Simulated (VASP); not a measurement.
# SiC (R3m) in VASP: a series of runs

The runs below take SiC through single point, with PBE.

All numbers are computed with VASP 6.6.1; they aren't measurements. Logs are shortened: lines on timing, memory, paths and dates and some standing lists are left out, and cuts for length are marked.

**1. The cell of the first run**

The structure is trigonal, space group R3m (No. 160). The conventional cell has a = 6.194 Å, b = 6.194 Å, c = 7.586 Å, α = 90.00°, β = 90.00°, γ = 120.00°. Si (site symmetry 3m) has 4 C at 1.86 to 2.02 Å within 2.5 Å. Within 2.5 Å of Si (site symmetry m) lie 4 C at 1.90 Å. Within 2.5 Å of C (site symmetry 3m) lie 4 Si at 1.90 to 2.02 Å. C (site symmetry m) has 4 Si at 1.86 to 1.90 Å within 2.5 Å.

**2. Single point, PBE (atom 1 (Si) moved -0.120 Å towards its neighbour atom 5 (C) at 1.896 Å)**

Contents of INCAR:

```
SYSTEM = SiC
ALGO     = Normal         ! electronic algorithm
EDIFF    = 1E-6           ! SCF threshold, eV
ENCUT    = 520            ! plane-wave cutoff, eV
GGA      = PE             ! functional
ISIF     = 2              ! what is computed and relaxed
ISMEAR   = 0              ! smearing method
LASPH    = .True.         ! aspherical terms in the spheres
LCHARG   = .False.        ! write CHGCAR
LREAL    = .False.        ! projectors in reciprocal space
LWAVE    = .False.        ! write WAVECAR
NBANDS   = 26             ! bands
NELM     = 80             ! most SCF steps
PREC     = Accurate       ! precision mode
SIGMA    = 0.05           ! smearing width, eV
```

Contents of KPOINTS:

```
k-points
0
Gamma
  6 6 6
  0 0 0
```

Contents of POSCAR:

```
SiC
1.0
    4.3797281854      0.0000000000      0.0000000000
    0.0000000000     -4.3797281854      0.0000000000
    0.0000000000      0.0000000000     -4.3797281854
Si C
4 4
Direct
    0.0158187973      0.0158187973      0.0158187973
    0.5000000000      0.5000000000      0.0000000000
    0.5000000000      0.0000000000      0.5000000000
    0.0000000000      0.5000000000      0.5000000000
    0.7500000000      0.7500000000      0.7500000000
    0.2500000000      0.2500000000      0.7500000000
    0.2500000000      0.7500000000      0.2500000000
    0.7500000000      0.2500000000      0.2500000000
```

Potentials or basis: VASP PAW PBE potentials, release 64 (Si, C).

Launch:

```sh
> cat potpaw_PBE.64/Si/POTCAR potpaw_PBE.64/C/POTCAR > POTCAR
> mpirun -np 1 vasp_std > vasp.out
```

OUTCAR:

```text
SYSTEM = SiC
   EDIFF = 1E-6
   ENCUT = 520
   GGA = PE
   ISIF = 2
   ISMEAR = 0
   LASPH = .True.
   LREAL = .False.
   NELM = 80
   PREC = Accurate

 ion  position               nearest neighbor table
   1  0.016  0.016  0.016-   6 1.86   7 1.86   8 1.86   5 2.02   3 3.00   4 3.00   2 3.00   2 3.10
                             2 3.10   3 3.10   4 3.10   4 3.10   3 3.10
   2  0.500  0.500  0.000-   5 1.90   6 1.90   7 1.90   8 1.90   1 3.00   3 3.10   4 3.10   3 3.10
                             4 3.10   3 3.10   3 3.10   4 3.10   4 3.10   1 3.10   1 3.10
   3  0.500  0.000  0.500-   5 1.90   6 1.90   7 1.90   8 1.90   1 3.00   2 3.10   4 3.10   2 3.10
                             2 3.10   4 3.10   2 3.10   4 3.10   4 3.10   1 3.10   1 3.10
   4  0.000  0.500  0.500-   5 1.90   6 1.90   7 1.90   8 1.90   1 3.00   2 3.10   3 3.10   2 3.10
                             3 3.10   2 3.10   3 3.10   2 3.10   3 3.10   1 3.10   1 3.10
   5  0.750  0.750  0.750-   2 1.90   3 1.90   4 1.90   1 2.02
   6  0.250  0.250  0.750-   1 1.86   2 1.90   3 1.90   4 1.90
   7  0.250  0.750  0.250-   1 1.86   2 1.90   3 1.90   4 1.90
   8  0.750  0.250  0.250-   1 1.86   2 1.90   3 1.90   4 1.90

  LATTYP: Found a simple cubic cell.
 ALAT       =     4.3797281854

  Lattice vectors:

 A1 = (   4.3797281854,   0.0000000000,   0.0000000000)
 A2 = (   0.0000000000,  -4.3797281854,   0.0000000000)
 A3 = (   0.0000000000,   0.0000000000,  -4.3797281854)

Analysis of symmetry for initial positions (statically):
=====================================================================
 Subroutine PRICEL returns:
 Original cell was already a primitive cell.

 Routine SETGRP: Setting up the symmetry group for a
 simple cubic supercell.

 Subroutine GETGRP returns: Found  6 space group operations
 (whereof  6 operations were pure point group operations)
 out of a pool of 48 trial point group operations.

The static configuration has the point symmetry C_3v.

Analysis of symmetry for dynamics (positions and initial velocities):
=====================================================================
 Subroutine PRICEL returns:
 Original cell was already a primitive cell.

 Routine SETGRP: Setting up the symmetry group for a
 simple cubic supercell.

 Subroutine GETGRP returns: Found  6 space group operations
 (whereof  6 operations were pure point group operations)
 out of a pool of 48 trial point group operations.

The dynamic configuration has the point symmetry C_3v.

 Subroutine INISYM returns: Found  6 space group operations
[... 111 lines left out ...]
   EDIFFG = 0.1E-04   stopping-criterion for IOM
   NSW    =      0    number of steps for IOM
   IBRION =     -1    ionic relax: 0-MD 1-quasi-New 2-CG
   NFREE  =      0    steps in history (QN), initial steepest desc. (CG)
   ISIF   =      2    stress and relaxation
   ISYM   =      2    0-nonsym 1-usesym 2-fastsym
   POTIM  = 0.5000    time-step for ionic-motion
   TEBEG  =    0.0;   TEEND  =   0.0 temperature during run
   PSTRESS=    0.0 pullay stress
   NELECT =      32.0000    total number of electrons
   NUPDOWN=      -1.0000    fix difference up-down
   EMIN   =  10.00;   EMAX   =-10.00  energy-range for DOS
   EFERMI =   0.00;   METHOD = LEGACY
   ISMEAR =     0;   SIGMA  =   0.05  broadening in eV -4-tet -1-fermi 0-gaus
   EFERMI_NEDOS =   21; number of points for ismear=-14 and -15
   IALGO  =     38    algorithm
   IMIX   =      4    mixing-type and parameters
     AMIX     =   0.40;   BMIX     =  1.00
     AMIX_MAG =   1.60;   BMIX_MAG =  1.00
  volume/ion in A,a.u.               =      10.50        70.87
  Fermi-wavevector in a.u.,A,eV,Ry     =   1.186709  2.242555 19.160797  1.408279
  Thomas-Fermi vector in A             =   2.322876
   LORBIT       =      0    0 simple, 1 ext, 2 COOP (PROOUT), +10 PAW based schemes
   GGA     = PE    functional components
   LHFCALC =     F    Hartree Fock is set to
   AEXX    =    0.0000 exact exchange contribution
   IVDW    =     0    specifies the selected vdW correction
   LEPSILON=     F    determine dielectric tensor
   LRPA    =     F    only Hartree local field effects (RPA)
 non-spin polarized calculation
 Gauss-broadening in eV      SIGMA  =   0.05
  energy-cutoff  :      520.00
  volume of cell :       84.01
 maximum number of plane-waves:      2301
 NGX is ok and might be reduce to    36
   NGX = 17   NGY = 17   NGZ = 17

 number of electron      32.0000000 magnetization

 Free energy of the ion-electron system (eV)
  ---------------------------------------------------
  ext. energy  EPLUGINS =         0.00000000
  ---------------------------------------------------
  free energy    TOTEN  =       -60.08303721 eV

  energy without entropy =      -60.08303721  energy(sigma->0) =      -60.08303721

 E-fermi :   8.4099     XC(G=0): -11.2910

 val. band max:        8.1318379560   @ k =   0.0000   0.0000   0.0000
 cond. band min:       8.9164934071   @ k =   0.0000   0.0000   0.0000
 fundamental gap:      0.7846554511
 Fermi energy:         8.4098981110

 k-point     1 :       0.0000    0.0000    0.0000
  band No.  band energies     occupation
      1      -7.3663      2.00000
      2      -2.5249      2.00000
      3      -2.5249      2.00000
      4      -2.1908      2.00000
      5       0.1750      2.00000
      6       0.1750      2.00000
[... 685 lines left out ...]
     25      16.6068      0.00000
     26      16.7858      0.00000

 [... further k-points ...]
[... 5 lines left out ...]
  --------------------------------------------------------------------------------------
  -------------------------------------------------------------------------------------
  Total        0.1860291      0.1860291      0.1860291      0.3589878     -0.3589878      0.3589878
  in kB        3.5477250      3.5477250      3.5477250      6.8461869     -6.8461869      6.8461869
  external PRESSURE =       3.5477250 kB  Pullay stress =       0.0000000 kB

 VOLUME and BASIS-vectors are now :
 -----------------------------------------------------------------------------
  energy-cutoff  :      520.00
  volume of cell :       84.01
      direct lattice vectors                 reciprocal lattice vectors
     4.379728185  0.000000000  0.000000000     0.228324672  0.000000000  0.000000000
     0.000000000 -4.379728185  0.000000000     0.000000000 -0.228324672  0.000000000
     0.000000000  0.000000000 -4.379728185     0.000000000  0.000000000 -0.228324672

 POSITION                                       TOTAL-FORCE (eV/Angst)
 -----------------------------------------------------------------------------------
      0.06928     -0.06928     -0.06928        -1.472357      1.472357      1.472357
      2.18986     -2.18986      0.00000         0.375254     -0.375254      0.312086
      2.18986      0.00000     -2.18986         0.375254      0.312086     -0.375254
      0.00000     -2.18986     -2.18986        -0.312086     -0.375254     -0.375254
      3.28480     -3.28480     -3.28480         0.452604     -0.452604     -0.452604
      1.09493     -1.09493     -3.28480         0.320178     -0.320178      0.059027
      1.09493     -3.28480     -1.09493         0.320178      0.059027     -0.320178
      3.28480     -1.09493     -1.09493        -0.059027     -0.320178     -0.320178
 -----------------------------------------------------------------------------------
    total drift:                               -0.000015      0.000015      0.000015

  FREE ENERGIE OF THE ION-ELECTRON SYSTEM (eV)
  ---------------------------------------------------
  free  energy   TOTEN  =       -60.0830372098 eV

  energy  without entropy=      -60.0830372098  energy(sigma->0) =      -60.08303721
```

OSZICAR:

```text
N       E                     dE             d eps       ncg     rms          rms(c)
DAV:   1     0.728157154304E+02    0.72816E+02   -0.14345E+04  1664   0.109E+03
DAV:   2    -0.604850105843E+02   -0.13330E+03   -0.12342E+03  2156   0.194E+02
DAV:   3    -0.672850676561E+02   -0.68001E+01   -0.67521E+01  2230   0.411E+01
DAV:   4    -0.673704874354E+02   -0.85420E-01   -0.85310E-01  2086   0.537E+00
DAV:   5    -0.673719686467E+02   -0.14812E-02   -0.14806E-02  2188   0.672E-01    0.174E+01
DAV:   6    -0.602595013833E+02    0.71125E+01   -0.19538E+01  2082   0.192E+01    0.780E+00
DAV:   7    -0.601163451632E+02    0.14316E+00   -0.19712E+00  2162   0.628E+00    0.345E+00
DAV:   8    -0.600850147255E+02    0.31330E-01   -0.10711E-01  2006   0.160E+00    0.841E-01
DAV:   9    -0.600825282075E+02    0.24865E-02   -0.16198E-02  2098   0.653E-01    0.176E-01
DAV:  10    -0.600829620132E+02   -0.43381E-03   -0.16042E-03  2074   0.199E-01    0.859E-02
DAV:  11    -0.600830352993E+02   -0.73286E-04   -0.20143E-04  2060   0.830E-02    0.202E-02
DAV:  12    -0.600830364057E+02   -0.11064E-05   -0.81463E-06  2080   0.165E-02    0.825E-03
DAV:  13    -0.600830372098E+02   -0.80404E-06   -0.13620E-06  1408   0.651E-03
   1 F= -.60083037E+02 E0= -.60083037E+02  d E =-.483643E-17
```

stdout:

```text
POSCAR found type information on POSCAR SiC
 POSCAR found :  2 types and       8 ions
 scaLAPACK will be used
 LDA part: xc-table for (Slater+PW92), standard interpolation
 POSCAR, INCAR and KPOINTS ok, starting setup
 FFT: planning ... GRIDC
 FFT: planning ... GRID_SOFT
 FFT: planning ... GRID
 WAVECAR not read
 entering main loop
```

Wall time 41 s (1 thread of Intel Xeon 6975P-C (Granite Rapids), shared host); peak memory 0.21 GiB.

What came out:

```yaml
Free_energy: -60.0830 eV
Pressure: 0.4 GPa
Largest_force: 2.550 eV/Å
Band_gap_on_the_k_mesh: 0.78 eV
```

Forces in eV/Å, atoms in the order of the input:
```
Si  -1.472  1.472  1.472
Si   0.375 -0.375  0.312
Si   0.375  0.312 -0.375
Si  -0.312 -0.375 -0.375
C    0.453 -0.453 -0.453
C    0.320 -0.320  0.059
C    0.320  0.059 -0.320
C   -0.059 -0.320 -0.320
```

Stress tensor (GPa, compression positive):
```
 0.35  0.68  0.68
 0.68  0.35 -0.68
 0.68 -0.68  0.35
```

Caveat: the cell differs from its parent crystal (atom 1 (Si) moved -0.120 Å towards its neighbour atom 5 (C) at 1.896 Å); forces of over 1 eV/Å act on the atoms, so gaps and moduli don't describe the material at rest.

**3. Single point, PBE (atom 1 (Si) moved +0.080 Å towards its neighbour atom 5 (C) at 1.896 Å)**

Contents of INCAR:

```
PREC     = Accurate       # precision mode
ENCUT    = 520            # plane-wave cutoff, eV
EDIFF    = 1E-6           # SCF threshold, eV
ISMEAR   = 0              # smearing method
SIGMA    = 0.05           # smearing width, eV
LREAL    = False          # projectors in reciprocal space
LASPH    = True           # aspherical terms in the spheres
NELM     = 60             # most SCF steps
ALGO     = Normal         # electronic algorithm
ISIF     = 2              # what is computed and relaxed
LWAVE    = False          # write WAVECAR
LCHARG   = False          # write CHGCAR
GGA      = PE             # functional
NBANDS   = 26             # bands
```

Contents of KPOINTS:

```
regular mesh
0
Gamma
  6 6 6
```

POSCAR, as its differences from that of step 2:

```diff
@@ -8,3 +8,3 @@
 Direct
-    0.0158187973      0.0158187973      0.0158187973
+   -0.0105458649     -0.0105458649     -0.0105458649
     0.5000000000      0.5000000000      0.0000000000
```

Potentials or basis: VASP PAW PBE potentials, release 64 (Si, C).

Launch:

```sh
> cat potpaw_PBE.64/Si/POTCAR potpaw_PBE.64/C/POTCAR > POTCAR
> mpirun -np 1 vasp_std > vasp.out
```

It took 42 s on 1 thread of Intel Xeon 6975P-C (Granite Rapids), shared host; peak memory 0.22 GiB.

Results (log left out):

```yaml
Free_energy: -60.1590 eV
Pressure: 0.2 GPa
Largest_force: 2.201 eV/Å
Band_gap_on_the_k_mesh: 1.20 eV
```

Forces in eV/Å, atoms in the order of the input:
```
Si   1.271 -1.271 -1.271
Si  -0.243  0.243 -0.209
Si  -0.243 -0.209  0.243
Si   0.209  0.243  0.243
C   -0.584  0.584  0.584
C   -0.210  0.210 -0.011
C   -0.210 -0.011  0.210
C    0.011  0.210  0.210
```

Stress tensor (GPa, compression positive):
```
 0.19 -0.85 -0.85
-0.85  0.19  0.85
-0.85  0.85  0.19
```

Levels at points of the mesh, in eV from the valence-band top:
```
           k point  band 13  band 14  band 15  band 16  band 17  band 18  band 19  band 20
(0.00, 0.00, 0.00)    -3.16    -0.16     0.00     0.00     1.20     1.20     1.53     4.20
(0.50, 0.00, 0.00)    -2.10    -2.05    -1.90    -1.82     3.89     3.99     5.04     5.20
(0.50, 0.50, 0.00)    -1.38    -1.31    -1.21    -1.04     5.25     5.40     5.44     5.55
(0.50, 0.50, 0.50)    -1.09    -1.07    -0.90    -0.90     5.17     5.24     5.24     5.25
```

Caveat: the cell differs from its parent crystal (atom 1 (Si) moved +0.080 Å towards its neighbour atom 5 (C) at 1.896 Å); forces of over 1 eV/Å act on the atoms, so gaps and moduli don't describe the material at rest.

**4. Single point, PBE (atom 1 (Si) moved -0.040 Å towards its neighbour atom 5 (C) at 1.896 Å)**

Contents of INCAR:

```
SYSTEM = SiC
PREC = Accurate
ENCUT = 520
EDIFF = 1E-6
ISMEAR = 0
SIGMA = 0.05
LREAL = .False.
LASPH = .True.
NELM = 60
ALGO = Normal
ISIF = 2
LWAVE = .False.
LCHARG = .False.
GGA = PE
NBANDS = 26
```

Contents of KPOINTS:

```
Automatic mesh
0
Gamma
  6 6 6
  0 0 0
```

POSCAR, as its differences from that of step 3:

```diff
@@ -8,3 +8,3 @@
 Direct
-   -0.0105458649     -0.0105458649     -0.0105458649
+    0.0052729324      0.0052729324      0.0052729324
     0.5000000000      0.5000000000      0.0000000000
```

Launch:

```sh
> cat potpaw_PBE.64/Si/POTCAR potpaw_PBE.64/C/POTCAR > POTCAR
> mpirun -np 1 vasp_std > vasp.out
```

Run time: 37 s. Hardware: 1 thread of Intel Xeon 6975P-C (Granite Rapids), shared host; peak memory 0.22 GiB.

It converged, with:

```yaml
Free_energy: -60.2248 eV
Pressure: 0.0 GPa
Largest_force: 0.938 eV/Å
Band_gap_on_the_k_mesh: 1.19 eV
```

Forces on the atoms (eV/Å):
```
Si  -0.542  0.542  0.542
Si   0.124 -0.124  0.104
Si   0.124  0.104 -0.124
Si  -0.104 -0.124 -0.124
C    0.198 -0.198 -0.198
C    0.108 -0.108  0.014
C    0.108  0.014 -0.108
C   -0.014 -0.108 -0.108
```

Stress tensor (GPa, compression positive):
```
 0.00  0.29  0.29
 0.29  0.00 -0.29
 0.29 -0.29  0.00
```

Levels at points of the mesh, in eV from the valence-band top:
```csv
k point,band 12,band 13,band 14,band 15,band 16,band 17,band 18,band 19,band 20,band 21
"(0.00, 0.00, 0.00)",-3.21,-3.17,-0.08,-0.08,0.00,1.19,1.37,1.37,4.21,4.21
"(0.50, 0.00, 0.00)",-3.40,-2.05,-2.01,-1.93,-1.89,3.91,3.98,5.08,5.17,6.18
"(0.50, 0.50, 0.00)",-4.26,-1.33,-1.24,-1.20,-1.16,5.34,5.41,5.42,5.50,8.52
"(0.50, 0.50, 0.50)",-1.12,-1.12,-1.06,-1.06,-0.95,5.23,5.23,5.23,5.25,6.99
```

Caveat: the cell differs from its parent crystal (atom 1 (Si) moved -0.040 Å towards its neighbour atom 5 (C) at 1.896 Å).

(Part 1 of 2 ends here.)
